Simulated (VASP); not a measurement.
# CsH (I4/mmm) in VASP: notebook, part 2 of 2

VASP 6.6.1. The steps go on from the part before.

## 5. Single point, LDA (biaxial strain in the a-b plane: +6.0 %)

INCAR

```
SYSTEM = CsH
  PREC = Accurate
  ENCUT = 520
  EDIFF = 1E-7
  ISMEAR = 0
  SIGMA = 0.02
  LREAL = .False.
  LASPH = .True.
  NELM = 60
  ALGO = Normal
  ISIF = 2
  LWAVE = .False.
  LCHARG = .False.
  GGA = CA
  NBANDS = 18
```

KPOINTS

```
regular mesh
0
Gamma
  6 6 6
  0 0 0
```

POSCAR

```
CsH
1.0
    3.2341853133      3.2341853133      0.0000000000
   -3.2341853133      3.2341853133      0.0000000000
    0.0000000000      0.0000000000      5.8825559284
Cs H
2 2
Direct
    0.0000000000      0.0000000000      0.0000000000
    0.5000000000      0.5000000000      0.5000000000
    0.5000000000      0.5000000000      0.0000000000
    0.0000000000      0.0000000000      0.5000000000
```

Potentials or basis: VASP PAW LDA potentials, release 64 (Cs_sv, H).

Started as:

```
cat potpaw_LDA.64/Cs_sv/POTCAR potpaw_LDA.64/H/POTCAR > POTCAR
mpirun -np 1 vasp_std > vasp.out
```

OUTCAR:

```text
SYSTEM = CsH
   PREC = Accurate
   ENCUT = 520
   EDIFF = 1E-7
   ISMEAR = 0
   LREAL = .False.
   LASPH = .True.
   NELM = 60
   ISIF = 2
   GGA = CA

 ion  position               nearest neighbor table
   1  0.000  0.000  0.000-
   2  0.500  0.500  0.500-
   3  0.500  0.500  0.000-
   4  0.000  0.000  0.500-

  LATTYP: Found a simple tetragonal cell.
 ALAT       =     4.5738287333
 C/A-ratio  =     1.2861338435

  Lattice vectors:
[... 216 lines left out ...]
      6      -7.5885      2.00000
[... 481 lines left out ...]
      5      -7.7570      2.00000
      6      -7.7570      2.00000
[... 10 lines left out ...]
     17       7.4431      0.00000
     18       7.4431      0.00000

 [... further k-points ...]
[... 5 lines left out ...]
  --------------------------------------------------------------------------------------
  -------------------------------------------------------------------------------------
  Total       -1.1017550     -1.1017550      0.9320550      0.0000000      0.0000000      0.0000000
  in kB      -14.3439822    -14.3439822     12.1346220      0.0000000      0.0000000      0.0000000
  external PRESSURE =      -5.5177808 kB  Pullay stress =       0.0000000 kB

 VOLUME and BASIS-vectors are now :
 -----------------------------------------------------------------------------
  energy-cutoff  :      520.00
  volume of cell :      123.06
      direct lattice vectors                 reciprocal lattice vectors
     3.234185313  3.234185313  0.000000000     0.154598439  0.154598439  0.000000000
    -3.234185313  3.234185313  0.000000000    -0.154598439  0.154598439  0.000000000
     0.000000000  0.000000000  5.882555928     0.000000000  0.000000000  0.169994134

 POSITION                                       TOTAL-FORCE (eV/Angst)
 -----------------------------------------------------------------------------------
      0.00000      0.00000      0.00000        -0.000000      0.000000      0.000000
      0.00000      3.23419      2.94128         0.000000     -0.000000     -0.000000
      0.00000      3.23419      0.00000        -0.000000      0.000000      0.000000
      0.00000      0.00000      2.94128        -0.000000      0.000000      0.000000
 -----------------------------------------------------------------------------------
    total drift:                               -0.000000      0.000000      0.000000

  FREE ENERGIE OF THE ION-ELECTRON SYSTEM (eV)
  ---------------------------------------------------
  free  energy   TOTEN  =        -9.7636120107 eV

  energy  without entropy=       -9.7636120107  energy(sigma->0) =       -9.76361201
```

stdout:

```text
POSCAR found type information on POSCAR CsH
 POSCAR found :  2 types and       4 ions
 scaLAPACK will be used
 LDA part: xc-table for (Slater(with rela. corr.)+CA(PZ))
 , standard interpolation
 POSCAR, INCAR and KPOINTS ok, starting setup
 FFT: planning ... GRIDC
 FFT: planning ... GRID_SOFT
 FFT: planning ... GRID
 WAVECAR not read
 entering main loop
```

Wall time 31 s (1 thread of Intel Xeon Platinum 8559C (Emerald Rapids), shared host); peak memory 0.23 GiB.

Results:

- Free energy: -9.7636 eV
- Pressure: -0.6 GPa
- Band gap on the k mesh: 1.81 eV

Caveat: the cell differs from its parent crystal (biaxial strain in the a-b plane: +6.0 %); spin-orbit coupling is left out, which moves the levels of the heavy elements.

## 6. Single point, LDA (biaxial strain in the a-b plane: +6.0 %, then relaxed in part)

INCAR

```
ALGO = Normal ; EDIFF = 1E-6
ENCUT = 520 ; GGA = CA
ISIF = 2 ; ISMEAR = 0
LASPH = True ; LCHARG = True
LELF = True ; LREAL = False
LVHAR = True ; LWAVE = False
NBANDS = 18 ; NELM = 80
PREC = Accurate ; SIGMA = 0.02
```

KPOINTS

```
k-points
0
Gamma
  6 6 6
```

POSCAR: that of step 5 with these lines changed.

```diff
@@ -4,3 +4,3 @@
    -3.2341853133      3.2341853133      0.0000000000
-    0.0000000000      0.0000000000      5.8825559284
+    0.0000000000      0.0000000000      6.0580408365
 Cs H
```

Potentials or basis: VASP PAW LDA potentials, release 64 (Cs_sv, H).

Started as:

```
cat potpaw_LDA.64/Cs_sv/POTCAR potpaw_LDA.64/H/POTCAR > POTCAR
mpirun -np 1 vasp_std > vasp.out
```

Run time: 29 s. Hardware: 1 thread of Intel Xeon Platinum 8559C (Emerald Rapids), shared host; peak memory 0.23 GiB.

It converged, with:

| Item | Value |
| --- | --- |
| Free energy | -9.7784 eV |
| Pressure | -1.0 GPa |
| Band gap on the k mesh | 1.88 eV |

Stress tensor (GPa, compression positive):
```
-1.46  0.00  0.00
 0.00 -1.46  0.00
 0.00  0.00  0.06
```

Levels at points of the mesh, in eV from the valence-band top:
| k point | band 7 | band 8 | band 9 | band 10 | band 11 | band 12 | band 13 | band 14 |
| --- | --- | --- | --- | --- | --- | --- | --- | --- |
| (0.00, 0.00, 0.00) | -7.92 | -7.86 | -1.94 | -1.32 | 2.66 | 4.87 | 4.87 | 5.19 |
| (0.50, 0.00, 0.00) | -8.06 | -8.06 | -0.63 | -0.63 | 2.90 | 2.90 | 4.07 | 4.07 |
| (0.50, 0.50, 0.00) | -8.15 | -8.15 | -1.32 | -1.32 | 2.87 | 2.87 | 5.18 | 5.18 |
| (0.00, 0.00, 0.50) | -8.10 | -8.10 | -0.97 | -0.97 | 3.54 | 3.54 | 4.29 | 4.29 |
| (0.50, 0.00, 0.50) | -7.95 | -7.95 | 0.00 | 0.00 | 1.88 | 1.88 | 4.28 | 4.28 |
| (0.50, 0.50, 0.50) | -8.26 | -8.26 | -0.67 | -0.67 | 3.86 | 3.86 | 3.86 | 3.86 |

Caveat: the cell differs from its parent crystal (biaxial strain in the a-b plane: +6.0 %, then relaxed in part); spin-orbit coupling is left out, which moves the levels of the heavy elements. A k mesh can miss the band edges.

## 7. Single point, LDA

This run uses another cell than the first one, of 31.68 Å³/atom, 1.085 times its volume.

INCAR

```
SYSTEM = CsH
PREC     = Accurate       ! precision mode
ENCUT    = 520            ! plane-wave cutoff, eV
EDIFF    = 1E-6           ! SCF threshold, eV
ISMEAR   = 0              ! smearing method
SIGMA    = 0.02           ! smearing width, eV
LREAL    = .FALSE.        ! projectors in reciprocal space
LASPH    = .TRUE.         ! aspherical terms in the spheres
NELM     = 100            ! most SCF steps
ALGO     = Normal         ! electronic algorithm
ISIF     = 2              ! what is computed and relaxed
LWAVE    = .FALSE.        ! write WAVECAR
LCHARG   = .FALSE.        ! write CHGCAR
GGA      = CA             ! functional
NBANDS   = 18             ! bands
```

KPOINTS

```
regular mesh
0
G
  6 6 6
  0 0 0
```

POSCAR is that of step 6.

Started as:

```
cat potpaw_LDA.64/Cs_sv/POTCAR potpaw_LDA.64/H/POTCAR > POTCAR
mpirun -np 1 vasp_std > vasp.out
```

It took 26 s on 1 thread of Intel Xeon Platinum 8559C (Emerald Rapids), shared host; peak memory 0.24 GiB.

Results (log left out):

| Quantity | Value |
| --- | --- |
| Free energy | -9.7784 eV |
| Pressure | -1.0 GPa |
| Band gap on the k mesh | 1.88 eV |

Stress tensor (GPa, compression positive):
```
-1.46  0.00  0.00
 0.00 -1.46  0.00
 0.00  0.00  0.06
```

Levels at points of the mesh, in eV from the valence-band top:
```csv
k point,band 7,band 8,band 9,band 10,band 11,band 12,band 13,band 14
"(0.00, 0.00, 0.00)",-7.92,-7.86,-1.94,-1.32,2.66,4.87,4.87,5.19
"(0.50, 0.00, 0.00)",-8.06,-8.06,-0.63,-0.63,2.90,2.90,4.07,4.07
"(0.50, 0.50, 0.00)",-8.15,-8.15,-1.32,-1.32,2.87,2.87,5.18,5.18
"(0.00, 0.00, 0.50)",-8.10,-8.10,-0.97,-0.97,3.54,3.54,4.29,4.29
"(0.50, 0.00, 0.50)",-7.95,-7.95,0.00,0.00,1.88,1.88,4.28,4.28
"(0.50, 0.50, 0.50)",-8.26,-8.26,-0.67,-0.67,3.86,3.86,3.86,3.86
```

Caveat: spin-orbit coupling is left out, which moves the levels of the heavy elements. A hybrid or GW would open this gap; LDA tends to underestimate it.

## 8. Overview

```csv
cell,gap on the mesh (eV),pressure (GPa)
"a = 4.401, b = 4.401, c = 6.029 Å, 4 atoms",1.77,-0.3
"a = 4.488, b = 4.488, c = 5.956 Å, 4 atoms",1.80,-0.5
"a = 4.488, b = 4.488, c = 6.073 Å, 4 atoms",1.84,-0.7
"a = 4.574, b = 4.574, c = 5.883 Å, 4 atoms",1.81,-0.6
"a = 4.574, b = 4.574, c = 6.058 Å, 4 atoms",1.88,-1.0
```

Alike in all rows: task single point; level LDA; potentials or basis VASP PAW LDA potentials, release 64 (Cs_sv, H); no spin polarisation; k mesh 6 × 6 × 6; cutoff (eV) 520; smearing gaussian 0.02 eV.

Caveats: spin-orbit coupling is left out, which moves the levels of the heavy elements.

Total energies depend on the potentials used, so only differences within one code and one set of settings carry meaning.
